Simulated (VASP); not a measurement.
# BeS (rocksalt type) (Fm-3m) in VASP: further runs

BeS (rocksalt type) is run at these levels: LDA; tasks: single point, relaxation of cell and atoms.

Program: VASP 6.6.1. These are calculated values, not measurements. Logs are shortened: lines on timing, memory, paths and dates and some standing lists are left out, and cuts for length are marked.

## (1) The cell of the first run

The structure is cubic, space group Fm-3m (No. 225). The conventional cell has a = 4.556 Å, b = 4.556 Å, c = 4.556 Å, α = 90.00°, β = 90.00°, γ = 90.00°. Be (site symmetry m-3m) has 6 S at 2.28 Å within 3.0 Å. S (site symmetry m-3m) has 6 Be at 2.28 Å within 3.0 Å.

## (2) Single point, LDA

Contents of INCAR:

```
SYSTEM = BeS
PREC = Accurate ; ENCUT = 600
EDIFF = 1E-6 ; ISMEAR = -4
SIGMA = 0.1 ; LREAL = .FALSE.
LASPH = .TRUE. ; NELM = 120
ALGO = Normal ; ISIF = 2
LWAVE = .FALSE. ; LCHARG = .FALSE.
GGA = CA ; NBANDS = 11
GGA_COMPAT = .FALSE.
```

Contents of KPOINTS:

```
regular mesh
0
G
  17 17 17
  0 0 0
```

Contents of POSCAR:

```
BeS
1.0
    0.0000000000      2.2778543656      2.2778543656
    2.2778543656      0.0000000000      2.2778543656
    2.2778543656      2.2778543656      0.0000000000
Be S
1 1
Direct
    0.0000000000      0.0000000000      0.0000000000
    0.5000000000      0.5000000000      0.5000000000
```

Potentials or basis: VASP PAW LDA potentials, release 64 (Be, S).

Launch:

```
$ cat potpaw_LDA.64/Be/POTCAR potpaw_LDA.64/S/POTCAR > POTCAR
$ mpirun -np 1 vasp_std > vasp.out
```

OUTCAR:

```text
SYSTEM = BeS
   PREC = Accurate
   ENCUT = 600
   EDIFF = 1E-6
   ISMEAR = -4
   LREAL = .FALSE.
   LASPH = .TRUE.
   NELM = 120
   ISIF = 2
   GGA = CA

 ion  position               nearest neighbor table
   1  0.000  0.000  0.000-   2 2.28   2 2.28   2 2.28   2 2.28   2 2.28   2 2.28
   2  0.500  0.500  0.500-   1 2.28   1 2.28   1 2.28   1 2.28   1 2.28   1 2.28

  LATTYP: Found a face centered cubic cell.
 ALAT       =     4.5557087312

  Lattice vectors:

 A1 = (   0.0000000000,   2.2778543656,   2.2778543656)
 A2 = (   2.2778543656,   0.0000000000,   2.2778543656)
 A3 = (   2.2778543656,   2.2778543656,   0.0000000000)

Analysis of symmetry for initial positions (statically):
=====================================================================
 Subroutine PRICEL returns:
 Original cell was already a primitive cell.

 Routine SETGRP: Setting up the symmetry group for a
 face centered cubic supercell.

 Subroutine GETGRP returns: Found 48 space group operations
 (whereof 48 operations were pure point group operations)
 out of a pool of 48 trial point group operations.

The static configuration has the point symmetry O_h .

Analysis of symmetry for dynamics (positions and initial velocities):
=====================================================================
 Subroutine PRICEL returns:
 Original cell was already a primitive cell.

 Routine SETGRP: Setting up the symmetry group for a
 face centered cubic supercell.

 Subroutine GETGRP returns: Found 48 space group operations
 (whereof 48 operations were pure point group operations)
 out of a pool of 48 trial point group operations.

The dynamic configuration has the point symmetry O_h .

 Subroutine INISYM returns: Found 48 space group operations
 (whereof 48 operations are pure point group operations),
 and found     1 'primitive' translations

----------------------------------------------------------------------------------------

                                     Primitive cell

  volume of cell :      23.6378

  direct lattice vectors                    reciprocal lattice vectors
     0.000000000  2.277854366  2.277854366    -0.219504815  0.219504815  0.219504815
     2.277854366  0.000000000  2.277854366     0.219504815 -0.219504815  0.219504815
     2.277854366  2.277854366  0.000000000     0.219504815  0.219504815 -0.219504815

  length of vectors
     3.221372537  3.221372537  3.221372537     0.380193491  0.380193491  0.380193491

  position of ions in fractional coordinates (direct lattice)
     0.000000000  0.000000000  0.000000000
     0.500000000  0.500000000  0.500000000

  ion indices of the primitive-cell ions
   primitive index   ion index
                 1           1
                 2           2

----------------------------------------------------------------------------------------

 KPOINTS: regular mesh

Automatic generation of k-mesh.
 Grid dimensions read from file:
 generate k-points for:   17   17   17

 Generating k-lattice:

  Cartesian coordinates                     Fractional coordinates (reciprocal lattice)
    -0.012912048  0.012912048  0.012912048     0.058823529  0.000000000  0.000000000
     0.012912048 -0.012912048  0.012912048     0.000000000  0.058823529  0.000000000
     0.012912048  0.012912048 -0.012912048     0.000000000  0.000000000  0.058823529

  Length of vectors
     0.022364323  0.022364323  0.022364323

  Shift w.r.t. Gamma in fractional coordinates (k-lattice)
     0.000000000  0.000000000  0.000000000

 TETIRR: Found    693 inequivalent tetrahedra from    29478

 Subroutine IBZKPT returns following result:
 ===========================================

 Found    165 irreducible k-points:

 Following reciprocal coordinates:
            Coordinates               Weight
  0.000000  0.000000  0.000000      1.000000
  0.058824  0.000000  0.000000      8.000000
  0.117647  0.000000  0.000000      8.000000
  0.176471  0.000000  0.000000      8.000000
  0.235294  0.000000  0.000000      8.000000
  0.294118  0.000000  0.000000      8.000000
[... 16 lines left out ...]
 -0.176471  0.058824  0.000000     24.000000
 -0.117647  0.058824  0.000000     24.000000
 [... further k-points ...]
   k-points           NKPTS =    165   k-points in BZ     NKDIM =    165   number of bands    NBANDS=     11
   number of dos      NEDOS =    301   number of ions     NIONS =      2
   total plane-waves  NPLWV =  21952
   dimension x,y,z NGX =    28 NGY =   28 NGZ =   28
   dimension x,y,z NGXF=    56 NGYF=   56 NGZF=   56
   ions per type =               1   1
   NGX,Y,Z   is equivalent  to a cutoff of  14.45, 14.45, 14.45 a.u.
   NGXF,Y,Z  is equivalent  to a cutoff of  28.90, 28.90, 28.90 a.u.
 SYSTEM =  BeS
   PREC   = accura    normal or accurate (medium, high low for compatibility)
   ISTART =      0    job   : 0-new  1-cont  2-samecut
   ICHARG =      2    charge: 1-file 2-atom 10-const
   ISPIN  =      1    spin polarized calculation?
   LNONCOLLINEAR =      F non collinear calculations
   LSORBIT =      F    spin-orbit coupling
   LASPH  =      T    aspherical Exc in radial PAW
   ENCUT  =  600.0 eV  44.10 Ry    6.64 a.u.   6.43  6.43  6.43*2*pi/ulx,y,z
   NELM   =    120;   NELMIN=  2; NELMDL= -5     # of ELM steps
   EDIFF  = 0.1E-05   stopping-criterion for ELM
   LREAL  =      F    real-space projection
   EDIFFG = 0.1E-04   stopping-criterion for IOM
   NSW    =      0    number of steps for IOM
   IBRION =     -1    ionic relax: 0-MD 1-quasi-New 2-CG
   NFREE  =      0    steps in history (QN), initial steepest desc. (CG)
   ISIF   =      2    stress and relaxation
   ISYM   =      2    0-nonsym 1-usesym 2-fastsym
   POTIM  = 0.5000    time-step for ionic-motion
   TEBEG  =    0.0;   TEEND  =   0.0 temperature during run
   PSTRESS=    0.0 pullay stress
   NELECT =       8.0000    total number of electrons
   NUPDOWN=      -1.0000    fix difference up-down
   EMIN   =  10.00;   EMAX   =-10.00  energy-range for DOS
   EFERMI =   0.00;   METHOD = LEGACY
   ISMEAR =    -4;   SIGMA  =   0.10  broadening in eV -4-tet -1-fermi 0-gaus
   EFERMI_NEDOS =   21; number of points for ismear=-14 and -15
   IALGO  =     38    algorithm
   IMIX   =      4    mixing-type and parameters
     AMIX     =   0.40;   BMIX     =  1.00
     AMIX_MAG =   1.60;   BMIX_MAG =  1.00
  volume/ion in A,a.u.               =      11.82        79.76
  Fermi-wavevector in a.u.,A,eV,Ry     =   1.140868  2.155929 17.709080  1.301581
  Thomas-Fermi vector in A             =   2.277570
   LORBIT       =      0    0 simple, 1 ext, 2 COOP (PROOUT), +10 PAW based schemes
   GGA     = CA    functional components
   LHFCALC =     F    Hartree Fock is set to
   AEXX    =    0.0000 exact exchange contribution
   IVDW    =     0    specifies the selected vdW correction
   LEPSILON=     F    determine dielectric tensor
   LRPA    =     F    only Hartree local field effects (RPA)
 non-spin polarized calculation
 Fermi weights with tetrahedron method witout Bloechl corrections
  energy-cutoff  :      600.00
  volume of cell :       23.64
 maximum number of plane-waves:       817
 NGX is ok and might be reduce to    28
   NGX = 13   NGY = 13   NGZ = 13

 number of electron       8.0000001 magnetization

 Free energy of the ion-electron system (eV)
  ---------------------------------------------------
  ext. energy  EPLUGINS =         0.00000000
  ---------------------------------------------------
  free energy    TOTEN  =       -10.12793418 eV

  energy without entropy =      -10.12793418  energy(sigma->0) =      -10.12793418

 E-fermi :   7.2022     XC(G=0): -10.9697

 val. band max:        7.0990975726   @ k =  -0.1765   0.1176   0.0000
 cond. band min:       8.1298574235   @ k =   0.4706   0.4706   0.0000
 fundamental gap:      1.0307598509
 Fermi energy:         7.2021539982

 k-point     1 :       0.0000    0.0000    0.0000
  band No.  band energies     occupation
      1      -8.3949      2.00000
      2       6.7762      2.00000
      3       6.7762      2.00000
      4       6.7762      2.00000
      5      12.9212      0.00000
      6      15.8382      0.00000
      7      15.8382      0.00000
      8      15.8382      0.00000
      9      16.7641      0.00000
     10      16.7641      0.00000
     11      16.7641      0.00000

 k-point     2 :       0.0588    0.0000    0.0000
  band No.  band energies     occupation
      1      -8.3406      2.00000
      2       6.4179      2.00000
      3       6.7588      2.00000
      4       6.7588      2.00000
      5      13.0864      0.00000
      6      15.6114      0.00000
      7      15.7957      0.00000
      8      15.7957      0.00000
      9      16.3462      0.00000
     10      16.3462      0.00000
     11      16.9794      0.00000

 k-point     3 :       0.1176    0.0000    0.0000
  band No.  band energies     occupation
      1      -8.1793      2.00000
      2       5.5183      2.00000
      3       6.7133      2.00000
      4       6.7133      2.00000
      5      13.2148      0.00000
      6      14.9498      0.00000
      7      14.9498      0.00000
      8      15.5869      0.00000
      9      16.5464      0.00000
     10      16.5464      0.00000
     11      17.2696      0.00000

 k-point     4 :       0.1765    0.0000    0.0000
  band No.  band energies     occupation
      1      -7.9162      2.00000
      2       4.3593      2.00000
      3       6.6553      2.00000
      4       6.6553      2.00000
      5      12.9120      0.00000
      6      13.9166      0.00000
      7      13.9166      0.00000
      8      16.2055      0.00000
      9      17.1967      0.00000
     10      17.1967      0.00000
     11      17.5175      0.00000
[... 239 lines left out ...]
 k-point    22 :      -0.2353    0.0588    0.0000
  band No.  band energies     occupation
      1      -7.3809      2.00000
      2       2.7458      2.00000
      3       5.9275      2.00000
      4       6.9120      2.00000
      5      12.1801      0.00000
      6      12.3336      0.00000
      7      13.3563      0.00000
      8      17.0363      0.00000
      9      17.8669      0.00000
     10      17.8962      0.00000
     11      19.7764      0.00000

 k-point    23 :      -0.1765    0.0588    0.0000
  band No.  band energies     occupation
      1      -7.7606      2.00000
      2       3.9565      2.00000
      3       6.0354      2.00000
      4       6.9423      2.00000
      5      12.8653      0.00000
      6      12.9982      0.00000
      7      14.1423      0.00000
      8      16.1342      0.00000
      9      16.9986      0.00000
     10      17.6238      0.00000
     11      18.6617      0.00000

 k-point    24 :      -0.1176    0.0588    0.0000
  band No.  band energies     occupation
      1      -8.0549      2.00000
      2       5.1185      2.00000
      3       6.1995      2.00000
      4       6.9293      2.00000
      5      13.2838      0.00000
      6      13.9804      0.00000
      7      14.9238      0.00000
      8      15.4747      0.00000
      9      16.3727      0.00000
     10      17.3863      0.00000
     11      17.7406      0.00000

 [... further k-points ...]
[... 5 lines left out ...]
  --------------------------------------------------------------------------------------
  -------------------------------------------------------------------------------------
  Total        0.0131750      0.0131750      0.0131750      0.0000000     -0.0000000      0.0000000
  in kB        0.8930066      0.8930066      0.8930066      0.0000000     -0.0000000      0.0000000
  external PRESSURE =       0.8930066 kB  Pullay stress =       0.0000000 kB

 VOLUME and BASIS-vectors are now :
 -----------------------------------------------------------------------------
  energy-cutoff  :      600.00
  volume of cell :       23.64
      direct lattice vectors                 reciprocal lattice vectors
     0.000000000  2.277854366  2.277854366    -0.219504815  0.219504815  0.219504815
     2.277854366  0.000000000  2.277854366     0.219504815 -0.219504815  0.219504815
     2.277854366  2.277854366  0.000000000     0.219504815  0.219504815 -0.219504815

 POSITION                                       TOTAL-FORCE (eV/Angst)
 -----------------------------------------------------------------------------------
      0.00000      0.00000      0.00000         0.000000     -0.000000     -0.000000
      2.27785      2.27785      2.27785        -0.000000      0.000000      0.000000
 -----------------------------------------------------------------------------------
    total drift:                                0.000000      0.000000      0.000000

  FREE ENERGIE OF THE ION-ELECTRON SYSTEM (eV)
  ---------------------------------------------------
  free  energy   TOTEN  =       -10.1279341839 eV

  energy  without entropy=      -10.1279341839  energy(sigma->0) =      -10.12793418
```

It took 37 s on 1 thread of Intel Xeon Platinum 8375C at 2.90GHz (Ice Lake), shared host; peak memory 0.17 GiB.

What came out:

- Free energy: -10.1279 eV
- Pressure: 0.1 GPa
- Band gap on the k mesh: 1.03 eV, indirect (least direct gap 4.31 eV)

A k mesh can miss the band edges.

## (3) Relaxation of cell and atoms, LDA

This run uses another cell than the first one, of 10.00 Å³/atom, 0.846 times its volume.

Contents of INCAR:

```
PREC = Accurate ; ENCUT = 600
EDIFF = 1E-7 ; ISMEAR = -1
SIGMA = 0.08 ; LREAL = F
LASPH = T ; NELM = 120
ALGO = Normal ; ISIF = 3
LWAVE = F ; LCHARG = F
GGA = CA ; IBRION = 2
NSW = 60 ; EDIFFG = -0.005
GGA_COMPAT = F ; NELMIN = 4
```

Contents of KPOINTS:

```
regular mesh
0
Gamma
  17 17 17
```

Contents of POSCAR:

```
BeS
1.0
    0.0000000000      2.1544346900      2.1544346900
    2.1544346900      0.0000000000      2.1544346900
    2.1544346900      2.1544346900      0.0000000000
Be S
1 1
Direct
    0.0000000000      0.0000000000      0.0000000000
    0.5000000000      0.5000000000      0.5000000000
```

Potentials or basis: VASP PAW LDA potentials, release 64 (Be, S).

Launch:

```
$ cat potpaw_LDA.64/Be/POTCAR potpaw_LDA.64/S/POTCAR > POTCAR
$ mpirun -np 1 vasp_std > vasp.out
```

OUTCAR:

```text
PREC = Accurate
   ENCUT = 600
   EDIFF = 1E-7
   ISMEAR = -1
   LREAL = F
   LASPH = T
   NELM = 120
   ISIF = 3
   GGA = CA
   IBRION = 2
   NSW = 60
   EDIFFG = -0.005
   NELMIN = 4

 ion  position               nearest neighbor table
   1  0.000  0.000  0.000-   2 2.15   2 2.15   2 2.15   2 2.15   2 2.15   2 2.15
   2  0.500  0.500  0.500-   1 2.15   1 2.15   1 2.15   1 2.15   1 2.15   1 2.15

  LATTYP: Found a face centered cubic cell.
 ALAT       =     4.3088693800

  Lattice vectors:

 A1 = (   0.0000000000,   2.1544346900,   2.1544346900)
 A2 = (   2.1544346900,   0.0000000000,   2.1544346900)
 A3 = (   2.1544346900,   2.1544346900,   0.0000000000)

Analysis of symmetry for initial positions (statically):
=====================================================================
 Subroutine PRICEL returns:
 Original cell was already a primitive cell.

 Routine SETGRP: Setting up the symmetry group for a
 face centered cubic supercell.

 Subroutine GETGRP returns: Found 48 space group operations
 (whereof 48 operations were pure point group operations)
 out of a pool of 48 trial point group operations.

The static configuration has the point symmetry O_h .

Analysis of symmetry for dynamics (positions and initial velocities):
=====================================================================
 Subroutine PRICEL returns:
 Original cell was already a primitive cell.

[... 143 lines left out ...]
   NGX = 13   NGY = 13   NGZ = 13

--------------------------------------- Ionic step        1  -------------------------------------------

 number of electron       8.0000001 magnetization

 Free energy of the ion-electron system (eV)
  ---------------------------------------------------
  ext. energy  EPLUGINS =         0.00000000
  ---------------------------------------------------
  free energy    TOTEN  =        -9.85502360 eV

  energy without entropy =       -9.85500800  energy(sigma->0) =       -9.85501580

 E-fermi :  10.0569     XC(G=0): -11.6769

 val. band max:        9.4539917923   @ k =  -0.1765   0.1176   0.0000
 cond. band min:      10.5423420360   @ k =   0.4706   0.4706   0.0000
 fundamental gap:      1.0883502437
 Fermi energy:        10.0568846640

 k-point     1 :       0.0000    0.0000    0.0000
  band No.  band energies     occupation
      1      -7.7326      2.00000
      2       9.0392      1.99999
      3       9.0392      1.99999
      4       9.0392      1.99999
      5      17.5320      0.00000
      6      17.8982      0.00000
      7      17.8982      0.00000
      8      17.8982      0.00000
[... 396 lines left out ...]
--------------------------------------- Ionic step        5  -------------------------------------------

 number of electron       8.0000001 magnetization

 Free energy of the ion-electron system (eV)
  ---------------------------------------------------
  ext. energy  EPLUGINS =         0.00000000
  ---------------------------------------------------
  free energy    TOTEN  =       -10.12730046 eV

  energy without entropy =      -10.12727622  energy(sigma->0) =      -10.12728834

 E-fermi :   7.6855     XC(G=0): -10.9696

 val. band max:        7.0987943665   @ k =  -0.1765   0.1176   0.0000
 cond. band min:       8.1294246195   @ k =   0.4706   0.4706   0.0000
 fundamental gap:      1.0306302530
 Fermi energy:         7.6855317955

 k-point     1 :       0.0000    0.0000    0.0000
  band No.  band energies     occupation
      1      -8.3951      2.00000
      2       6.7759      1.99998
      3       6.7759      1.99998
      4       6.7759      1.99998
      5      12.9203      0.00000
      6      15.8381      0.00000
      7      15.8381      0.00000
      8      15.8381      0.00000
[... 282 lines left out ...]
  FREE ENERGIE OF THE ION-ELECTRON SYSTEM (eV)
  ---------------------------------------------------
  free  energy   TOTEN  =       -10.1273004640 eV

  energy  without entropy=      -10.1272762220  energy(sigma->0) =      -10.12728834

 reached required accuracy - stopping structural energy minimisation
```

OSZICAR:

```text
N       E                     dE             d eps       ncg     rms          rms(c)
DAV:   1     0.211232689403E+02    0.21123E+02   -0.48444E+03  2648   0.102E+03
DAV:   2    -0.934197780302E+01   -0.30465E+02   -0.29292E+02  3760   0.128E+02
DAV:   3    -0.993412564347E+01   -0.59215E+00   -0.59213E+00  3296   0.235E+01
[... 42 lines left out ...]
DAV:   2    -0.101273200541E+02    0.17934E-03   -0.52258E-04  3168   0.128E-01    0.391E-02
DAV:   3    -0.101273019222E+02    0.18132E-04   -0.96307E-05  3776   0.600E-02    0.227E-02
DAV:   4    -0.101273012625E+02    0.65971E-06   -0.94570E-07  3072   0.856E-03    0.178E-02
DAV:   5    -0.101273004744E+02    0.78806E-06   -0.79223E-07  3456   0.634E-03    0.180E-03
DAV:   6    -0.101273004640E+02    0.10400E-07   -0.10058E-08  1664   0.897E-04
   5 F= -.10127300E+02 E0= -.10127288E+02  d E =-.437219E-04
```

Run time: 32 s. Hardware: 1 thread of Intel Xeon Platinum 8559C (Emerald Rapids), shared host; peak memory 0.15 GiB.

What came out:

```yaml
Free_energy: -10.1273 eV
Relaxed_volume: 11.82 Å³/atom
Relaxed_cell: a = 3.221 Å, b = 3.221 Å, c = 3.221 Å, α = 60.00°, β = 60.00°, γ = 60.00°
Space_group_after_relaxing_to_0.05_Å: Fm-3m (No. 225)
Energy_gained_by_relaxing: 136.1 meV/atom
Ionic_steps: 5
Pressure_after_relaxing: 0.1 GPa
Band_gap_on_the_k_mesh: 1.03 eV, indirect (least direct gap 4.31 eV)
```

Step by step:
```csv
step,energy change (eV),largest force (eV/Å),pressure (GPa),volume (Å³)
1,0.0000,0.0000,27.31,20.00
2,-0.2317,0.0000,-7.23,25.35
3,-0.2723,0.0000,0.11,23.63
4,-0.2722,0.0000,-0.27,23.70
5,-0.2723,0.0000,0.06,23.64
```

Final structure:
```xyz
2
Lattice="0.0000 2.2779 2.2779 2.2779 0.0000 2.2779 2.2779 2.2779 0.0000" Properties=species:S:1:pos:R:3 pbc="T T T"
Be    2.2779    0.0000    2.2779
S     2.2779    2.2779    2.2779
```

Caveat: the volume moved by over 15 % at a fixed basis, so the end points are rough. As with any semilocal functional, this LDA gap is likely too small.
